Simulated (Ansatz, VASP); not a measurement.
**Two plane-wave programs on HfB**

File INCAR:

```
PREC = Accurate
ENCUT = 500
EDIFF = 1E-6
ISMEAR = 0
SIGMA = 0.05
LREAL = False
LASPH = True
NELM = 120
ALGO = Normal
ISIF = 2
LWAVE = False
LCHARG = True
GGA = PE
IVDW = 13
LELF = True
LVHAR = True
NBANDS = 14
GGA_COMPAT = False
```

KPOINTS

```
Automatic mesh
0
Gamma
  8 8 8
```

Contents of POSCAR:

```
HfB
1.0
    0.0000000000      2.4318317742      2.4318317742
    2.4318317742      0.0000000000      2.4318317742
    2.4318317742      2.4318317742      0.0000000000
Hf B
1 1
Direct
    0.5000000000      0.5000000000      0.5000000000
    0.0000000000      0.0000000000      0.0000000000
```

Input for Ansatz:

```yaml
crystal:
  lattice:
    - [0.0, 2.4318317742, 2.4318317742]
    - [2.4318317742, 0.0, 2.4318317742]
    - [2.4318317742, 2.4318317742, 0.0]
  atoms:
    - { symbol: Hf, position: [0.5, 0.5, 0.5] }
    - { symbol: B, position: [0.0, 0.0, 0.0] }
basis:
  ecutwfc: 420
  ecutrho_ratio: 4
kpoints:
  mp_grid: { grid: [8, 8, 8] }
hamiltonian:
  xc: pbe
  dispersion: d4
scf:
  occupations: { method: gaussian, width: 0.05 }
output:
  forces: true
  stress: true
  eigenvalues: true
```

Alike in both runs: task single point; functional PBE; dispersion D4; k mesh 8 × 8 × 8; occupations gaussian, width 0.05 eV; no spin polarisation.

|  | VASP | Ansatz |
| --- | --- | --- |
| version | VASP 6.6.1 | Ansatz 0.2.0 |
| potentials or method | VASP PAW PBE potentials, release 64 (Hf_pv, B), cutoff 500 eV | scalar-relativistic, plane waves, PAW |
| valence electrons in the cell | 13 | 29 |

```tsv
	VASP	Ansatz	Ansatz less VASP
gap on the k mesh at the Fermi level (eV)	none	none	-
pressure (GPa)	-6.4	-6.4	0.00
```

A gap of «none» marks a metal or a gap that the smearing closes. VASP's potentials hold 13 valence electrons a cell and Ansatz's 29, so a difference there can come from the potentials and not from the codes.

Neither program's run includes spin-orbit coupling.
